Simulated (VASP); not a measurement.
Write the native input for VASP 6.6.1 that does the following.

```
Task                   : single point
Functional             : LDA
Potentials or basis    : VASP PAW LDA potentials, release 64 (Hf_pv)
Cutoff                 : 520 eV
k mesh                 : 10 × 10 × 10
Occupations            : fermi-dirac, width 0.05 eV
Spin                   : no spin polarisation
Dipole correction      : no
Further INCAR settings : ALGO = Normal; EDIFF = 1e-07; NBANDS = 11
```

The structure of Hf lies in POSCAR:

```
Hf
1.0
    0.0000000000      2.1746811613      2.1746811613
    2.1746811613      0.0000000000      2.1746811613
    2.1746811613      2.1746811613      0.0000000000
Hf
1
Direct
    0.0000000000      0.0000000000      0.0000000000
```

This cell differs from its parent crystal: volume scaled by 0.94.

One way to write it, as run:

INCAR

```
SYSTEM = Hf
ALGO = Normal
EDIFF = 1E-7
ENCUT = 520
GGA = CA
ISIF = 2
ISMEAR = -1
LASPH = .TRUE.
LCHARG = .FALSE.
LREAL = .FALSE.
LWAVE = .FALSE.
NBANDS = 11
NELM = 80
PREC = Accurate
SIGMA = 0.05
```

KPOINTS

```
k-points
0
G
  10 10 10
  0 0 0
```

Potentials or basis: VASP PAW LDA potentials, release 64 (Hf_pv).

Launch:

```sh
$ cat potpaw_LDA.64/Hf_pv/POTCAR > POTCAR
$ mpirun -np 1 vasp_std > vasp.out
```

It gave:

| Item | Value |
| --- | --- |
| Pressure | 1.2 GPa |
| Band gap on the k mesh | zero (band 5 reaches 6.58 eV, above the bottom of band 6 at 4.83 eV) |

Caveat: spin-orbit coupling is left out, which moves the levels of the heavy elements.

Wall time 5.8 s on 1 thread of Intel(R) Xeon(R) Platinum 8259CL CPU @ 2.50GHz (Skylake/Cascade Lake), with other jobs on the host, peak memory 0.13 GiB.
